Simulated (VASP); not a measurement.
Runs of VASP 6.6.1 on RbRu2. The structure is that of space group P6/mmm (No. 191), or close to it. The cells are those of the table. 

```tsv
task	cell	k mesh	cutoff (eV)	gap on the mesh (eV)	pressure (GPa)
single point	a = 4.034, b = 4.034, c = 6.018 Å, angles 90.0, 90.0, 120.0°, 3 atoms	12 × 12 × 8	520	none	0.1
single point	a = 4.034, b = 4.034, c = 5.983 Å, angles 90.0, 90.0, 120.0°, 3 atoms	6 × 6 × 4	520	none	(a)
relaxation of cell and atoms	relaxed from a = 4.065, b = 4.065, c = 4.389 Å, angles 90.0, 90.0, 120.0°, 3 atoms	6 × 6 × 4	600	none	0.0
single point	a = 4.065, b = 4.065, c = 4.389 Å, angles 90.0, 90.0, 120.0°, 3 atoms	6 × 6 × 4	520	none	14.9
```

Alike in all rows: level PBE; potentials or basis VASP PAW PBE potentials, release 64 (Rb_sv, Ru_pv); no spin polarisation; smearing gaussian 0.1 eV.

Question: Fill in the values left out.

Answer: (a) 0.2.

A k mesh can miss the band edges, and the runs leave out spin-orbit coupling on Rb, Ru.

A gap of «none» marks levels without a gap at the run's occupations.
